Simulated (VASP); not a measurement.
Write the native input for VASP 6.6.1 that does the following.

```
Task                   : single point
Functional             : PBE
Potentials or basis    : VASP PAW PBE potentials, release 64 (Hf_pv, Se, S)
Cutoff                 : 520 eV
k mesh                 : 4 × 4 × 2
Occupations            : gaussian, width 0.1 eV
Spin                   : no spin polarisation
Dipole correction      : no
Further INCAR settings : ALGO = Normal; EDIFF = 1e-06; NBANDS = 31
```

The structure of Hf2SeS3 lies in POSCAR:

```
Hf2SeS3
1.0
    4.5865822869      0.0000000000      0.0000000000
    0.0000000000      4.5865822869      0.0000000000
    0.0000000000      0.0000000000      6.8450188126
Hf Se S
2 1 3
Direct
    0.5000000000      0.0000000000      0.2162519824
    0.0000000000      0.5000000000      0.7837480176
    0.5000000000      0.5000000000      0.5000000000
    0.0000000000      0.0000000000      0.2687861608
    0.0000000000      0.0000000000      0.7312138392
    0.5000000000      0.5000000000      0.0000000000
```

The cell was built from a structure type or drawn by symmetry, and may not be a known phase.

The input as run:

INCAR

```
SYSTEM = Hf2SeS3
ALGO = Normal ; EDIFF = 1E-6
ENCUT = 520 ; GGA = PE
ISIF = 2 ; ISMEAR = 0
LASPH = .True. ; LCHARG = .False.
LREAL = .False. ; LWAVE = .False.
NBANDS = 31 ; NELM = 60
PREC = Accurate ; SIGMA = 0.1
```

KPOINTS

```
k-points
0
Gamma
  4 4 2
  0 0 0
```

Potentials or basis: VASP PAW PBE potentials, release 64 (Hf_pv, Se, S).

Command:

```sh
$ cat potpaw_PBE.64/Hf_pv/POTCAR potpaw_PBE.64/Se/POTCAR potpaw_PBE.64/S/POTCAR > POTCAR
$ mpirun -np 1 vasp_std > vasp.out
```

It gave:

- Pressure: -0.2 GPa
- Largest force: 0.022 eV/Å
- Band gap on the k mesh: 0.36 eV

Caveat: the k points lie up to 0.46 Å⁻¹ apart; spin-orbit coupling is left out, which moves the levels of the heavy elements.

Wall time 54 s on 1 thread of Intel(R) Xeon(R) Platinum 8259CL CPU @ 2.50GHz (Skylake/Cascade Lake), with other jobs on the host, peak memory 0.26 GiB.
